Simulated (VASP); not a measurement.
A run of VASP 6.6.1 is set up as follows.

The input INCAR:

```
PREC = Accurate
ENCUT = 400
EDIFF = 1E-6
ISMEAR = 0
SIGMA = 0.05
LREAL = F
LASPH = T
NELM = 120
ALGO = Normal
ISIF = 2
LWAVE = F
LCHARG = T
GGA = PS
IVDW = 12
LELF = T
LVHAR = T
NBANDS = 50
GGA_COMPAT = F
```

KPOINTS

```
Automatic mesh
0
Gamma
  9 9 2
```

File POSCAR:

```
Te6Mo3H
1.0
    3.4334348991      0.0000000000      0.0000000000
   -1.7167174496      2.9734418449      0.0000000000
    0.0000000000      0.0000000000     20.7704276327
Te Mo H
6 3 1
Direct
    0.0000000000      0.0000000000      0.9125759158
    0.3333333333      0.6666666667      0.5917813750
    0.3333333333      0.6666666667      0.2333059430
    0.3333333333      0.6666666667      0.7666940570
    0.3333333333      0.6666666667      0.4082186250
    0.0000000000      0.0000000000      0.0874240842
    0.0000000000      0.0000000000      0.6791506171
    0.0000000000      0.0000000000      0.3208493829
    0.3333333333      0.6666666667      0.0000000000
   -0.1773098515     -0.0261549258      0.6273436355
```

Potentials or basis: VASP PAW PBE potentials, release 64 (Te, Mo_sv, H).

Command:

```sh
$ cat potpaw_PBE.64/Te/POTCAR potpaw_PBE.64/Mo_sv/POTCAR potpaw_PBE.64/H/POTCAR > POTCAR
$ mpirun -np 1 vasp_std > vasp.out
```

What does it give for the dispersion energy per atom?

-0.503 eV.

What does it give for the band gap on the k mesh?

Zero (an odd number of electrons rules out a gap without spin polarisation).

Estimate the pressure.

8.3 GPa.

Forces on the atoms (eV/Å):
```
Te   -0.029  -0.002  -0.035
Te   -2.669  -1.968  -2.372
Te    0.002   0.001  -0.042
Te    0.307  -0.198   0.848
Te   -0.009  -0.004   0.092
Te   -0.001  -0.001   0.036
Mo    7.094   1.429  15.273
Mo   -0.001   0.002   0.028
Mo   -0.001  -0.004   0.002
H    -4.693   0.746 -13.830
```

Caveat: atoms lie so close that the PAW spheres overlap strongly, which falsifies energies and pressures; the PAW data sets were made with another functional, which shifts forces and pressure a little; spin-orbit coupling is left out, which moves the levels of the heavy elements.
